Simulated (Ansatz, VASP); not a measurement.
**B in VASP and in Ansatz**

```
B
1.0
     2.27385    1.31281    2.49221
    -2.27385    1.31281    2.49221
     0.00000   -2.62562    2.49221
B
6
Direct
  0.15015 0.15015 0.53258
  0.53258 0.15015 0.15015
  0.15015 0.53258 0.15015
  0.46742 0.84985 0.84985
  0.84985 0.84985 0.46742
  0.84985 0.46742 0.84985
```

Alike in both runs: functional PBE; k mesh 12 × 12 × 12; occupations gaussian, width 0.1 eV; no spin polarisation.

Ansatz relaxed the structure, and its values are those at the end. VASP's run is a single point on that final structure, the one shown.

|  | VASP | Ansatz |
| --- | --- | --- |
| version | VASP 6.6.1 | Ansatz 0.2.0 |
| potentials or method | VASP PAW PBE potentials, release 64 (B), cutoff 520 eV | scalar-relativistic, plane waves, PAW |
| valence electrons in the cell | 18 | 18 |

VASP gave:

| Property | Result |
| --- | --- |
| gap on the k mesh at the Fermi level (eV) | none |
| pressure (GPa) | 0.0 |
| rms of the force components (eV/Å) | 0.004 |

Question: Which values does Ansatz return?

Answer: gap on the k mesh at the Fermi level (eV): none; pressure (GPa): 0.0; rms of the force components (eV/Å): 0.000.

A gap of «none» marks a metal or a gap that the smearing closes.
